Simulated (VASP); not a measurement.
# Fe: single point with LDA

The system is Fe.

```
Fe
1.0
     2.41782    0.00000    0.00000
    -1.20891    2.09389    0.00000
     0.00000    0.00000    3.81615
Fe
2
Direct
  0.66667 0.33333 0.75000
  0.33333 0.66667 0.25000
```

This cell differs from its parent crystal: volume scaled by 0.98.

```json
{
  "Program": "VASP 6.6.1",
  "Task": "single point",
  "Functional": "LDA",
  "Potentials or basis": "VASP PAW LDA potentials, release 64 (Fe)",
  "Cutoff": "520 eV",
  "k mesh": "12 × 12 × 7",
  "Occupations": "fermi-dirac, width 0.05 eV",
  "Spin": "collinear spin, ferromagnetic start",
  "Starting moments": "[3.0, 3.0] μB",
  "Dipole correction": "no",
  "Further INCAR settings": "ALGO = Fast; EDIFF = 1e-06; NBANDS = 19"
}
```

| Property | Result |
| --- | --- |
| Pressure | -4.6 GPa |
| Band gap on the k mesh | zero (filled and empty bands overlap) |
| Net moment | 0.00 μB per cell |
| Valence electrons inside the program's atomic spheres | Fe 7.66 |

Stress tensor (GPa, compression positive):
```
-5.03  0.00  0.00
 0.00 -5.03  0.00
 0.00  0.00 -3.70
```

Levels at points of the mesh, in eV from the Fermi level:
Spin up:
| k point | band 4 | band 5 | band 6 | band 7 | band 8 | band 9 | band 10 | band 11 | band 12 | band 13 |
| --- | --- | --- | --- | --- | --- | --- | --- | --- | --- | --- |
| (0.00, 0.00, 0.00) | -1.83 | -1.68 | -1.32 | -1.32 | -0.95 | -0.95 | 0.63 | 0.75 | 0.75 | 9.35 |
| (0.50, 0.00, 0.00) | -2.16 | -2.16 | -1.65 | -1.17 | 0.86 | 1.11 | 1.16 | 2.87 | 5.14 | 11.79 |
Spin down:
| k point | band 6 | band 7 | band 8 | band 9 | band 10 | band 11 |
| --- | --- | --- | --- | --- | --- | --- |
| (0.00, 0.00, 0.00) | -1.32 | -1.32 | -0.95 | -0.95 | 0.63 | 0.75 |
| (0.50, 0.00, 0.00) | -1.65 | -1.17 | 0.86 | 1.11 | 1.16 | 2.87 |

Wall time 61 s on 1 thread of Intel(R) Xeon(R) Platinum 8488C (Sapphire Rapids) (shared host), peak memory 0.15 GiB.

Caveat: the starting moments collapsed, and a magnetic state may lie lower.
